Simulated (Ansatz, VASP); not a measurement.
## AlN in VASP and in Ansatz

POSCAR

```
AlN
1.0
    3.1110021516      0.0000000000      0.0000000000
   -1.5555010758      2.6942068945      0.0000000000
    0.0000000000      0.0000000000      4.9780000000
Al N
2 2
Direct
    0.3333333333      0.6666666667     -0.0182499457
    0.6666666667      0.3333333333      0.4817500543
    0.3333333333      0.6666666667      0.4201546806
    0.6666666667      0.3333333333      0.9201546806
```

File INCAR.step1:

```
ALGO = Normal
EDIFF = 1E-4
ENCUT = 520
GGA = PE
ISMEAR = 0
LASPH = T
LCHARG = F
LREAL = F
LWAVE = T
NBANDS = 16
NELM = 60
PREC = Accurate
SIGMA = 0.05
```

File INCAR.step2:

```
ALGO = Normal
EDIFF = 1E-7
ENCUT = 520
ISIF = 2
ISMEAR = 0
ISTART = 1
LASPH = T
LCHARG = F
LMIXTAU = T
LREAL = F
LWAVE = F
METAGGA = R2SCAN
NBANDS = 16
NELM = 60
PREC = Accurate
SIGMA = 0.05
```

File KPOINTS:

```
k-points
0
Gamma
  12 12 6
```

Input for Ansatz:

```yaml
crystal:
  lattice:
    - [3.1110021516, 0.0, 0.0]
    - [-1.5555010758, 2.6942068945, 0.0]
    - [0.0, 0.0, 4.978]
  atoms:
    - { symbol: Al, position: [0.3333333333, 0.6666666667, -0.0182499457] }
    - { symbol: Al, position: [0.6666666667, 0.3333333333, 0.4817500543] }
    - { symbol: "N", position: [0.3333333333, 0.6666666667, 0.4201546806] }
    - { symbol: "N", position: [0.6666666667, 0.3333333333, 0.9201546806] }
basis:
  ecutwfc: 500
kpoints:
  mp_grid: { grid: [12, 12, 6] }
hamiltonian:
  xc: r2scan
scf:
  occupations: { method: gaussian, width: 0.05 }
output:
  forces: true
  stress: true
  eigenvalues: true
```

Change from the starting cell: mode 7 (591.5 1/cm) frozen in, largest displacement +0.175 Å.

Alike in both runs: task single point; functional r2SCAN; k mesh 12 × 12 × 6; occupations gaussian, width 0.05 eV; no spin polarisation.

|  | VASP | Ansatz |
| --- | --- | --- |
| version | VASP 6.6.1 | Ansatz 0.2.0 |
| potentials or method | VASP PAW PBE potentials, release 64 (Al, N), cutoff 520 eV | scalar-relativistic, plane waves, PAW |
| valence electrons in the cell | 16 | 16 |

|  | VASP | Ansatz | Ansatz less VASP |
| --- | --- | --- | --- |
| gap on the k mesh at the Fermi level (eV) | 3.93 | 3.90 | -0.031 |
| least direct gap on the mesh (eV) | 3.93 | 3.90 | -0.031 |
| pressure (GPa) | 3.4 | 3.7 | +0.29 |
| traceless stress, the component that is largest in VASP (GPa) | -15.16 | -14.93 | +0.230 |
| rms of the force components (eV/Å) | 0.824 | 0.813 | -0.0106 |

VASP's potentials were made for PBE, not for r2SCAN. Atom by atom the forces differ by 0.011 eV/Å (rms over components).
